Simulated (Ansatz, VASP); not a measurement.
**TaN in VASP and in Ansatz**

```xyz
2
Lattice="0.0000 2.1790 2.1790 2.1790 0.0000 2.1790 2.1790 2.1790 0.0000" Properties=species:S:1:pos:R:3 pbc="T T T"
Ta    2.1790    2.1790    2.1790
N     0.0000    0.0000    0.0000
```

Alike in both runs: task single point; functional r2SCAN; k mesh 12 × 12 × 12; occupations gaussian, width 0.05 eV; no spin polarisation.

|  | VASP | Ansatz |
| --- | --- | --- |
| version | VASP 6.6.1 | Ansatz 0.2.0 |
| potentials or method | VASP PAW PBE potentials, release 64 (Ta_sv_GW, N), cutoff 770 eV | scalar-relativistic, plane waves, PAW |
| valence electrons in the cell | 18 | 18 |

Ansatz gave:

```
gap on the k mesh at the Fermi level (eV) : none
pressure (GPa)                            : 9.8
```

Question: Estimate VASP's values.

Answer: gap on the k mesh at the Fermi level (eV): none; pressure (GPa): 9.9.

VASP's potentials were made for PBE, not for r2SCAN. A gap of «none» marks a metal or a gap that the smearing closes.

Spin-orbit coupling is off throughout.
